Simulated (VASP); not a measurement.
Input of a VASP 6.6.1 run:

File POSCAR:

```
In
1.0
    3.3907470640      0.0000000000      0.0000000000
   -1.6953735320      2.9364730952      0.0000000000
    0.0000000000      0.0000000000     10.9841055220
In
4
Direct
    1.0000000000      0.0000000000      1.0000000000
    1.0000000000      0.0000000000      0.5000000000
    0.3333333333      0.6666666667      0.2500000000
    0.6666666667      0.3333333333      0.7500000000
```

Contents of INCAR.step1:

```
PREC = Accurate ; ENCUT = 520
ISMEAR = -1 ; SIGMA = 0.1
LREAL = F ; LASPH = T
NELM = 60 ; NBANDS = 34
GGA = PE ; ALGO = Normal
EDIFF = 1E-4 ; LWAVE = T
LCHARG = F
```

The input INCAR.step2:

```
PREC = Accurate ; ENCUT = 520
EDIFF = 1E-6 ; ISMEAR = -1
SIGMA = 0.1 ; LREAL = F
LASPH = T ; NELM = 60
ALGO = Normal ; ISIF = 2
LWAVE = F ; LCHARG = F
METAGGA = R2SCAN ; LMIXTAU = T
NBANDS = 34 ; ISTART = 1
```

KPOINTS

```
Automatic mesh
0
Gamma
  12 12 4
```

Potentials or basis: VASP PAW PBE potentials, release 64 (In_d).

The run is started by

```bash
$ cat potpaw_PBE.64/In_d/POTCAR > POTCAR
$ cp INCAR.step1 INCAR
$ mpirun -np 1 vasp_std > vasp.out
$ cp INCAR.step2 INCAR
$ mpirun -np 1 vasp_std > vasp.out
```

Task: What does it give for the pressure?

Result: -1.5 GPa.

Task: Predict the band gap on the k mesh.

Result: Zero (bands 26 and 27 overlap by 4.92 eV).

Stress tensor (GPa, compression positive):
```
-1.54  0.00  0.00
 0.00 -1.54  0.00
 0.00  0.00 -1.42
```

Caveat: the PAW data sets were made with another functional, which shifts forces and pressure a little; spin-orbit coupling is left out, which moves the levels of the heavy elements.
